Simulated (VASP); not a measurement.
# Cl (Pm-3m) in VASP: notebook

Runs on Cl. Level: LDA. Tasks: single point.

Everything below comes from runs of VASP 6.6.1. Logs are shortened: lines on timing, memory, paths and dates and some standing lists are left out, and cuts for length are marked.

**1. The cell of the first run**

Symmetry: Pm-3m, No. 221, cubic system. The conventional cell has a = 2.179 Å, b = 2.179 Å, c = 2.179 Å, α = 90.00°, β = 90.00°, γ = 90.00°. Within 2.9 Å of Cl (site symmetry m-3m) lie 6 Cl at 2.18 Å.

**2. Single point, LDA (volume scaled by 0.5)**

INCAR reads:

```
SYSTEM = Cl
  ALGO = Normal
  EDIFF = 1E-6
  ENCUT = 520
  ISIF = 2
  ISMEAR = -1
  LASPH = .TRUE.
  LCHARG = .TRUE.
  LELF = .TRUE.
  LREAL = .FALSE.
  LVHAR = .TRUE.
  LWAVE = .FALSE.
  NBANDS = 10
  NELM = 80
  PREC = Accurate
  SIGMA = 0.08
```

KPOINTS reads:

```
k-points
0
G
  15 15 15
  0 0 0
```

POSCAR reads:

```
Cl
1.0
    2.1794168765      0.0000000000      0.0000000000
    0.0000000000      2.1794168765      0.0000000000
    0.0000000000      0.0000000000      2.1794168765
Cl
1
Direct
    0.0000000000      0.0000000000      0.0000000000
```

Potentials or basis: VASP PAW LDA potentials, release 64 (Cl).

Started as:

```bash
$ cat potpaw_LDA.64/Cl/POTCAR > POTCAR
$ mpirun -np 1 vasp_std > vasp.out
```

OUTCAR:

```text
SYSTEM = Cl
   EDIFF = 1E-6
   ENCUT = 520
   ISIF = 2
   ISMEAR = -1
   LASPH = .TRUE.
   LREAL = .FALSE.
   NELM = 80
   PREC = Accurate

 ion  position               nearest neighbor table
   1  0.000  0.000  0.000-

  LATTYP: Found a simple cubic cell.
 ALAT       =     2.1794168765

  Lattice vectors:

 A1 = (   2.1794168765,   0.0000000000,   0.0000000000)
 A2 = (   0.0000000000,   2.1794168765,   0.0000000000)
 A3 = (   0.0000000000,   0.0000000000,   2.1794168765)

Analysis of symmetry for initial positions (statically):
=====================================================================
 Subroutine PRICEL returns:
 Original cell was already a primitive cell.

 Routine SETGRP: Setting up the symmetry group for a
 simple cubic supercell.

 Subroutine GETGRP returns: Found 48 space group operations
 (whereof 48 operations were pure point group operations)
 out of a pool of 48 trial point group operations.

The static configuration has the point symmetry O_h .

Analysis of symmetry for dynamics (positions and initial velocities):
=====================================================================
 Subroutine PRICEL returns:
 Original cell was already a primitive cell.

 Routine SETGRP: Setting up the symmetry group for a
 simple cubic supercell.

 Subroutine GETGRP returns: Found 48 space group operations
 (whereof 48 operations were pure point group operations)
 out of a pool of 48 trial point group operations.

The dynamic configuration has the point symmetry O_h .

 Subroutine INISYM returns: Found 48 space group operations
 (whereof 48 operations are pure point group operations),
 and found     1 'primitive' translations

----------------------------------------------------------------------------------------

                                     Primitive cell

  volume of cell :      10.3519

  direct lattice vectors                    reciprocal lattice vectors
     2.179416876  0.000000000  0.000000000     0.458838330  0.000000000  0.000000000
     0.000000000  2.179416876  0.000000000     0.000000000  0.458838330  0.000000000
     0.000000000  0.000000000  2.179416876     0.000000000  0.000000000  0.458838330

  length of vectors
     2.179416876  2.179416876  2.179416876     0.458838330  0.458838330  0.458838330

  position of ions in fractional coordinates (direct lattice)
     0.000000000  0.000000000  0.000000000

  ion indices of the primitive-cell ions
   primitive index   ion index
                 1           1

----------------------------------------------------------------------------------------

 KPOINTS: k-points

Automatic generation of k-mesh.
 Grid dimensions read from file:
 generate k-points for:   15   15   15

 Generating k-lattice:

  Cartesian coordinates                     Fractional coordinates (reciprocal lattice)
     0.030589222  0.000000000  0.000000000     0.066666667  0.000000000  0.000000000
     0.000000000  0.030589222  0.000000000     0.000000000  0.066666667  0.000000000
     0.000000000  0.000000000  0.030589222     0.000000000  0.000000000  0.066666667

  Length of vectors
     0.030589222  0.030589222  0.030589222

  Shift w.r.t. Gamma in fractional coordinates (k-lattice)
     0.000000000  0.000000000  0.000000000

 Subroutine IBZKPT returns following result:
 ===========================================

 Found    120 irreducible k-points:

 Following reciprocal coordinates:
            Coordinates               Weight
  0.000000  0.000000  0.000000      1.000000
  0.066667  0.000000  0.000000      6.000000
  0.133333  0.000000  0.000000      6.000000
  0.200000  0.000000  0.000000      6.000000
  0.266667  0.000000  0.000000      6.000000
  0.333333  0.000000  0.000000      6.000000
[... 16 lines left out ...]
  0.266667  0.200000  0.000000     24.000000
  0.333333  0.200000  0.000000     24.000000
 [... further k-points ...]
   k-points           NKPTS =    120   k-points in BZ     NKDIM =    120   number of bands    NBANDS=     10
   number of dos      NEDOS =    301   number of ions     NIONS =      1
   total plane-waves  NPLWV =   4096
   dimension x,y,z NGX =    16 NGY =   16 NGZ =   16
   dimension x,y,z NGXF=    32 NGYF=   32 NGZF=   32
   ions per type =               1
   NGX,Y,Z   is equivalent  to a cutoff of  12.20, 12.20, 12.20 a.u.
   NGXF,Y,Z  is equivalent  to a cutoff of  24.41, 24.41, 24.41 a.u.
 SYSTEM =  Cl
   PREC   = accura    normal or accurate (medium, high low for compatibility)
   ISTART =      0    job   : 0-new  1-cont  2-samecut
   ICHARG =      2    charge: 1-file 2-atom 10-const
   ISPIN  =      1    spin polarized calculation?
   LNONCOLLINEAR =      F non collinear calculations
   LSORBIT =      F    spin-orbit coupling
   LASPH  =      T    aspherical Exc in radial PAW
   ENCUT  =  520.0 eV  38.22 Ry    6.18 a.u.   4.05  4.05  4.05*2*pi/ulx,y,z
   NELM   =     80;   NELMIN=  2; NELMDL= -5     # of ELM steps
   EDIFF  = 0.1E-05   stopping-criterion for ELM
   LREAL  =      F    real-space projection
   EDIFFG = 0.1E-04   stopping-criterion for IOM
   NSW    =      0    number of steps for IOM
   IBRION =     -1    ionic relax: 0-MD 1-quasi-New 2-CG
   NFREE  =      0    steps in history (QN), initial steepest desc. (CG)
   ISIF   =      2    stress and relaxation
   ISYM   =      2    0-nonsym 1-usesym 2-fastsym
   POTIM  = 0.5000    time-step for ionic-motion
   TEBEG  =    0.0;   TEEND  =   0.0 temperature during run
   PSTRESS=    0.0 pullay stress
   NELECT =       7.0000    total number of electrons
   NUPDOWN=      -1.0000    fix difference up-down
   EMIN   =  10.00;   EMAX   =-10.00  energy-range for DOS
   EFERMI =   0.00;   METHOD = LEGACY
   ISMEAR =    -1;   SIGMA  =   0.08  broadening in eV -4-tet -1-fermi 0-gaus
   EFERMI_NEDOS =   21; number of points for ismear=-14 and -15
   IALGO  =     38    algorithm
   IMIX   =      4    mixing-type and parameters
     AMIX     =   0.40;   BMIX     =  1.00
     AMIX_MAG =   1.60;   BMIX_MAG =  1.00
  volume/ion in A,a.u.               =      10.35        69.86
  Fermi-wavevector in a.u.,A,eV,Ry     =   1.436924  2.715393 28.092646  2.064751
  Thomas-Fermi vector in A             =   2.556059
   LORBIT       =      0    0 simple, 1 ext, 2 COOP (PROOUT), +10 PAW based schemes
   GGA     = CA    functional components
   LHFCALC =     F    Hartree Fock is set to
   AEXX    =    0.0000 exact exchange contribution
   IVDW    =     0    specifies the selected vdW correction
   LEPSILON=     F    determine dielectric tensor
   LRPA    =     F    only Hartree local field effects (RPA)
 non-spin polarized calculation
  energy-cutoff  :      520.00
  volume of cell :       10.35
 maximum number of plane-waves:       290
   NGX =  9   NGY =  9   NGZ =  9

 number of electron       7.0000000 magnetization

 Free energy of the ion-electron system (eV)
  ---------------------------------------------------
  ext. energy  EPLUGINS =         0.00000000
  ---------------------------------------------------
  free energy    TOTEN  =         1.29752509 eV

  energy without entropy =        1.30936823  energy(sigma->0) =        1.30344666

 E-fermi :  15.4144     XC(G=0): -13.3927

 val. band max:       15.3840010863   @ k =   0.2667   0.1333   0.0667
 cond. band min:      15.4189898093   @ k =   0.4667   0.1333   0.1333
 fundamental gap:      0.0349887231
 Fermi energy:        15.4143509020

 k-point     1 :       0.0000    0.0000    0.0000
  band No.  band energies     occupation
      1     -10.3893      2.00000
      2      14.9223      1.99575
      3      14.9223      1.99575
      4      14.9223      1.99575
      5      20.7631      0.00000
      6      20.7631      0.00000
      7      27.6281      0.00000
      8      42.0233      0.00000
      9      42.0233      0.00000
     10      42.0233      0.00000

 k-point     2 :       0.0667    0.0000    0.0000
  band No.  band energies     occupation
      1     -10.2712      2.00000
      2      13.5650      2.00000
      3      15.0054      1.98802
      4      15.0054      1.98802
      5      20.8600      0.00000
      6      22.0247      0.00000
      7      27.9980      0.00000
      8      41.0006      0.00000
      9      41.0006      0.00000
     10      42.0884      0.00000

 k-point     3 :       0.1333    0.0000    0.0000
  band No.  band energies     occupation
      1      -9.9192      2.00000
      2      11.0254      2.00000
      3      15.2491      1.77492
      4      15.2491      1.77492
      5      21.1445      0.00000
      6      24.0966      0.00000
      7      29.2489      0.00000
      8      38.8277      0.00000
      9      38.8277      0.00000
     10      42.2767      0.00000

 k-point     4 :       0.2000    0.0000    0.0000
  band No.  band energies     occupation
      1      -9.3425      2.00000
      2       8.3563      2.00000
      3      15.6353      0.11879
      4      15.6353      0.11879
      5      21.5955      0.00000
      6      25.7452      0.00000
      7      31.3995      0.00000
      8      36.4423      0.00000
      9      36.4423      0.00000
     10      42.5666      0.00000

 k-point     5 :       0.2667    0.0000    0.0000
  band No.  band energies     occupation
      1      -8.5619      2.00000
      2       5.8175      2.00000
      3      16.1281      0.00027
      4      16.1281      0.00027
      5      22.1716      0.00000
      6      27.0578      0.00000
      7      33.6236      0.00000
      8      34.2141      0.00000
      9      34.2141      0.00000
     10      42.8440      0.00000

 k-point     6 :       0.3333    0.0000    0.0000
  band No.  band energies     occupation
      1      -7.6232      2.00000
      2       3.5289      2.00000
      3      16.6642      0.00000
      4      16.6642      0.00000
      5      22.7999      0.00000
      6      28.3317      0.00000
      7      32.3258      0.00000
      8      32.3258      0.00000
      9      34.5951      0.00000
     10      40.5827      0.00000
[... 183 lines left out ...]
 k-point    21 :       0.4667    0.1333    0.0000
  band No.  band energies     occupation
      1      -5.4325      2.00000
      2       0.8549      2.00000
      3      14.1327      2.00000
      4      17.7354      0.00000
      5      24.7221      0.00000
      6      26.2154      0.00000
      7      30.5473      0.00000
      8      33.6709      0.00000
      9      34.8793      0.00000
     10      41.0826      0.00000

 k-point    22 :       0.2000    0.2000    0.0000
  band No.  band energies     occupation
      1      -8.2984      2.00000
      2       8.6667      2.00000
      3       9.8620      2.00000
      4      16.3344      0.00002
      5      24.4704      0.00000
      6      28.4452      0.00000
      7      30.8721      0.00000
      8      34.9878      0.00000
      9      36.7725      0.00000
     10      37.6004      0.00000

 k-point    23 :       0.2667    0.2000    0.0000
  band No.  band energies     occupation
      1      -7.5195      2.00000
      2       6.6350      2.00000
      3       9.9997      2.00000
      4      16.8160      0.00000
      5      24.9498      0.00000
      6      26.7300      0.00000
      7      32.8473      0.00000
      8      34.9330      0.00000
      9      36.2058      0.00000
     10      37.7310      0.00000

 k-point    24 :       0.3333    0.2000    0.0000
  band No.  band energies     occupation
      1      -6.5817      2.00000
      2       4.4161      2.00000
      3      10.6412      2.00000
      4      17.3385      0.00000
      5      24.0073      0.00000
      6      26.5656      0.00000
      7      33.1014      0.00000
      8      34.0465      0.00000
      9      37.2622      0.00000
     10      38.2151      0.00000

 [... further k-points ...]

------------------------ aborting loop because EDIFF is reached ----------------------------------------

  FORCE on cell =-STRESS in cart. coord.  units (eV):
  Direction    XX          YY          ZZ          XY          YZ          ZX
  --------------------------------------------------------------------------------------
  -------------------------------------------------------------------------------------
  Total       10.2512363     10.2512363     10.2512363     -0.0000000     -0.0000000      0.0000000
  in kB     1586.5943372   1586.5943372   1586.5943372     -0.0000000     -0.0000000      0.0000000
  external PRESSURE =    1586.5943372 kB  Pullay stress =       0.0000000 kB

 VOLUME and BASIS-vectors are now :
 -----------------------------------------------------------------------------
  energy-cutoff  :      520.00
  volume of cell :       10.35
      direct lattice vectors                 reciprocal lattice vectors
     2.179416876  0.000000000  0.000000000     0.458838330  0.000000000  0.000000000
     0.000000000  2.179416876  0.000000000     0.000000000  0.458838330  0.000000000
     0.000000000  0.000000000  2.179416876     0.000000000  0.000000000  0.458838330

 POSITION                                       TOTAL-FORCE (eV/Angst)
 -----------------------------------------------------------------------------------
      0.00000      0.00000      0.00000         0.000000      0.000000      0.000000
 -----------------------------------------------------------------------------------
    total drift:                                0.000000     -0.000000     -0.000000

  FREE ENERGIE OF THE ION-ELECTRON SYSTEM (eV)
  ---------------------------------------------------
  free  energy   TOTEN  =         1.2975250927 eV

  energy  without entropy=        1.3093682285  energy(sigma->0) =        1.30344666
```

Wall time 2 s (1 thread of Intel Xeon 6975P-C (Granite Rapids), shared host); peak memory 0.11 GiB.

Results:

| Quantity | Value |
| --- | --- |
| Free energy | 1.2975 eV |
| Pressure | 158.7 GPa |

Levels at points of the mesh, in eV from the Fermi level:
| k point | band 1 | band 2 | band 3 | band 4 | band 5 | band 6 | band 7 | band 8 | band 9 |
| --- | --- | --- | --- | --- | --- | --- | --- | --- | --- |
| (0.00, 0.00, 0.00) | -25.80 | -0.49 | -0.49 | -0.49 | 5.35 | 5.35 | 12.21 | 26.61 | 26.61 |

Caveat: an odd number of electrons without spin polarisation forces a metal; a magnetic or distorted state may lie lower.

(Part 1 of 2 ends here.)
